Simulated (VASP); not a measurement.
# Ru (I4_1/amd) in VASP: single point with PBEsol

Aim: the single point of Ru with PBEsol.

Program: VASP 6.6.1. These are calculated values, not measurements. Logs are shortened: lines on timing, memory, paths and dates and some standing lists are left out, and cuts for length are marked.

## Step 1: The cell of the first run

It takes space group I4_1/amd (No. 141, tetragonal). The conventional cell has a = 4.674 Å, b = 4.674 Å, c = 2.737 Å, α = 90.00°, β = 90.00°, γ = 90.00°. Ru (site symmetry -4m2) has 10 Ru at 2.43 to 3.11 Å within 3.2 Å.

## Step 2: Single point, PBEsol

The input, INCAR:

```
PREC = Accurate
ENCUT = 600
EDIFF = 1E-6
ISMEAR = 0
SIGMA = 0.1
LREAL = F
LASPH = T
NELM = 120
ALGO = Normal
ISIF = 2
LWAVE = F
LCHARG = F
GGA = PS
NBANDS = 23
GGA_COMPAT = F
```

The input, KPOINTS:

```
regular mesh
0
Gamma
  18 18 18
```

The input, POSCAR:

```
Ru
1.0
   -2.3368567168      2.3368567168      1.3682954370
    2.3368567168     -2.3368567168      1.3682954370
    2.3368567168      2.3368567168     -1.3682954370
Ru
2
Direct
    0.0000000000      0.0000000000      0.0000000000
    0.7500000000      0.2500000000      0.5000000000
```

Potentials or basis: VASP PAW PBE potentials, release 64 (Ru_sv).

Started as:

```console
> cat potpaw_PBE.64/Ru_sv/POTCAR > POTCAR
> mpirun -np 1 vasp_std > vasp.out
```

OUTCAR:

```text
PREC = Accurate
   ENCUT = 600
   EDIFF = 1E-6
   ISMEAR = 0
   LREAL = F
   LASPH = T
   NELM = 120
   ISIF = 2
   GGA = PS

 ion  position               nearest neighbor table
   1  0.000  0.000  0.000-   2 2.43   2 2.43   2 2.43   2 2.43
   2  0.750  0.250  0.500-   1 2.43   1 2.43   1 2.43   1 2.43

  LATTYP: Found a body centered tetragonal cell.
 ALAT       =     4.6737134336
 C/A-ratio  =     0.5855281700

  Lattice vectors:

 A1 = (  -2.3368567168,   2.3368567168,   1.3682954370)
 A2 = (   2.3368567168,  -2.3368567168,   1.3682954370)
 A3 = (   2.3368567168,   2.3368567168,  -1.3682954370)

Analysis of symmetry for initial positions (statically):
=====================================================================
 Subroutine PRICEL returns:
 Original cell was already a primitive cell.

 Routine SETGRP: Setting up the symmetry group for a
 body centered tetragonal supercell.

 Subroutine GETGRP returns: Found 16 space group operations
 (whereof  8 operations were pure point group operations)
 out of a pool of 16 trial point group operations.

The static configuration has the point symmetry D_2d.
 The point group associated with its full space group is D_4h.

Analysis of symmetry for dynamics (positions and initial velocities):
=====================================================================
 Subroutine PRICEL returns:
 Original cell was already a primitive cell.

 Routine SETGRP: Setting up the symmetry group for a
 body centered tetragonal supercell.

 Subroutine GETGRP returns: Found 16 space group operations
 (whereof  8 operations were pure point group operations)
 out of a pool of 16 trial point group operations.

The dynamic configuration has the point symmetry D_2d.
 The point group associated with its full space group is D_4h.

 Subroutine INISYM returns: Found 16 space group operations
 (whereof  8 operations are pure point group operations),
 and found     1 'primitive' translations

----------------------------------------------------------------------------------------

                                     Primitive cell

  volume of cell :      29.8885

  direct lattice vectors                    reciprocal lattice vectors
    -2.336856717  2.336856717  1.368295437     0.000000000  0.213962626  0.365418159
[... 76 lines left out ...]
 SYSTEM =  unknown system
   PREC   = accura    normal or accurate (medium, high low for compatibility)
   ISTART =      0    job   : 0-new  1-cont  2-samecut
   ICHARG =      2    charge: 1-file 2-atom 10-const
   ISPIN  =      1    spin polarized calculation?
   LNONCOLLINEAR =      F non collinear calculations
   LSORBIT =      F    spin-orbit coupling
   LASPH  =      T    aspherical Exc in radial PAW
   ENCUT  =  600.0 eV  44.10 Ry    6.64 a.u.   7.14  7.14  7.14*2*pi/ulx,y,z
   NELM   =    120;   NELMIN=  2; NELMDL= -5     # of ELM steps
   EDIFF  = 0.1E-05   stopping-criterion for ELM
   LREAL  =      F    real-space projection
   EDIFFG = 0.1E-04   stopping-criterion for IOM
   NSW    =      0    number of steps for IOM
   IBRION =     -1    ionic relax: 0-MD 1-quasi-New 2-CG
   NFREE  =      0    steps in history (QN), initial steepest desc. (CG)
   ISIF   =      2    stress and relaxation
   ISYM   =      2    0-nonsym 1-usesym 2-fastsym
   POTIM  = 0.5000    time-step for ionic-motion
   TEBEG  =    0.0;   TEEND  =   0.0 temperature during run
   PSTRESS=    0.0 pullay stress
   NELECT =      32.0000    total number of electrons
   NUPDOWN=      -1.0000    fix difference up-down
   EMIN   =  10.00;   EMAX   =-10.00  energy-range for DOS
   EFERMI =   0.00;   METHOD = LEGACY
   ISMEAR =     0;   SIGMA  =   0.10  broadening in eV -4-tet -1-fermi 0-gaus
   EFERMI_NEDOS =   21; number of points for ismear=-14 and -15
   IALGO  =     38    algorithm
   IMIX   =      4    mixing-type and parameters
     AMIX     =   0.40;   BMIX     =  1.00
     AMIX_MAG =   1.60;   BMIX_MAG =  1.00
  volume/ion in A,a.u.               =      14.94       100.85
  Fermi-wavevector in a.u.,A,eV,Ry     =   1.674776  3.164868 38.162651  2.804876
  Thomas-Fermi vector in A             =   2.759512
   LORBIT       =      0    0 simple, 1 ext, 2 COOP (PROOUT), +10 PAW based schemes
   GGA     = PS    functional components
   LHFCALC =     F    Hartree Fock is set to
   AEXX    =    0.0000 exact exchange contribution
   IVDW    =     0    specifies the selected vdW correction
   LEPSILON=     F    determine dielectric tensor
   LRPA    =     F    only Hartree local field effects (RPA)
 non-spin polarized calculation
 Gauss-broadening in eV      SIGMA  =   0.10
  energy-cutoff  :      600.00
  volume of cell :       29.89
 maximum number of plane-waves:      1022
 NGX is ok and might be reduce to    30
   NGX = 15   NGY = 15   NGZ = 15

 number of electron      31.9999994 magnetization

 Free energy of the ion-electron system (eV)
  ---------------------------------------------------
  ext. energy  EPLUGINS =         0.00000000
  ---------------------------------------------------
  free energy    TOTEN  =       -18.44583955 eV

  energy without entropy =      -18.43268082  energy(sigma->0) =      -18.43926018

 E-fermi :  13.2160     XC(G=0): -13.7040

 val. band max:       13.2133484012   @ k =  -0.1667   0.2222   0.0556
 cond. band min:      13.2186715647   @ k =  -0.3333   0.4444   0.1111
 fundamental gap:      0.0053231635
 Fermi energy:        13.2160474718

 k-point     1 :       0.0000    0.0000    0.0000
  band No.  band energies     occupation
      1     -59.6172      2.00000
      2     -59.2379      2.00000
      3     -30.0585      2.00000
      4     -30.0585      2.00000
      5     -29.1260      2.00000
      6     -29.0987      2.00000
[... 613 lines left out ...]
     22      28.9573      0.00000
     23      29.2764      0.00000

 [... further k-points ...]
[... 5 lines left out ...]
  --------------------------------------------------------------------------------------
  -------------------------------------------------------------------------------------
  Total       -0.0435523     -0.0435523     -0.0435878      0.0000000      0.0000000      0.0000000
  in kB       -2.3346290     -2.3346290     -2.3365292      0.0000000      0.0000000      0.0000000
  external PRESSURE =      -2.3352624 kB  Pullay stress =       0.0000000 kB

 VOLUME and BASIS-vectors are now :
 -----------------------------------------------------------------------------
  energy-cutoff  :      600.00
  volume of cell :       29.89
      direct lattice vectors                 reciprocal lattice vectors
    -2.336856717  2.336856717  1.368295437     0.000000000  0.213962626  0.365418159
     2.336856717 -2.336856717  1.368295437     0.213962626  0.000000000  0.365418159
     2.336856717  2.336856717 -1.368295437     0.213962626  0.213962626  0.000000000

 POSITION                                       TOTAL-FORCE (eV/Angst)
 -----------------------------------------------------------------------------------
      0.00000      0.00000      0.00000        -0.000000      0.000000     -0.000000
      0.00000      2.33686      0.68415         0.000000     -0.000000      0.000000
 -----------------------------------------------------------------------------------
    total drift:                                0.000000     -0.000000      0.000000

  FREE ENERGIE OF THE ION-ELECTRON SYSTEM (eV)
  ---------------------------------------------------
  free  energy   TOTEN  =       -18.4458395470 eV

  energy  without entropy=      -18.4326808162  energy(sigma->0) =      -18.43926018
```

stdout:

```text
POSCAR found type information on POSCAR Ru
 POSCAR found :  1 types and       2 ions
 scaLAPACK will be used
 -----------------------------------------------------------------------------
|                                                                             |
|                                                                             |
|     You enforced a specific xc type in the INCAR file but a different       |
|     I HOPE YOU KNOW WHAT YOU ARE DOING!                                     |
|                                                                             |
 -----------------------------------------------------------------------------

 LDA part: xc-table for (Slater+PW92), standard interpolation
 POSCAR, INCAR and KPOINTS ok, starting setup
 FFT: planning ... GRIDC
 FFT: planning ... GRID_SOFT
 FFT: planning ... GRID
 WAVECAR not read
 entering main loop
```

Wall time 6.6 min (1 thread of Intel Xeon Platinum 8259CL at 2.50GHz (Skylake/Cascade Lake), shared host); peak memory 0.41 GiB.

What came out:

- Free energy: -18.4458 eV
- Pressure: -0.2 GPa
- Band gap on the k mesh: zero (bands 16 and 17 overlap by 1.67 eV)

Caveat: the PAW data sets were made with another functional, which shifts forces and pressure a little.
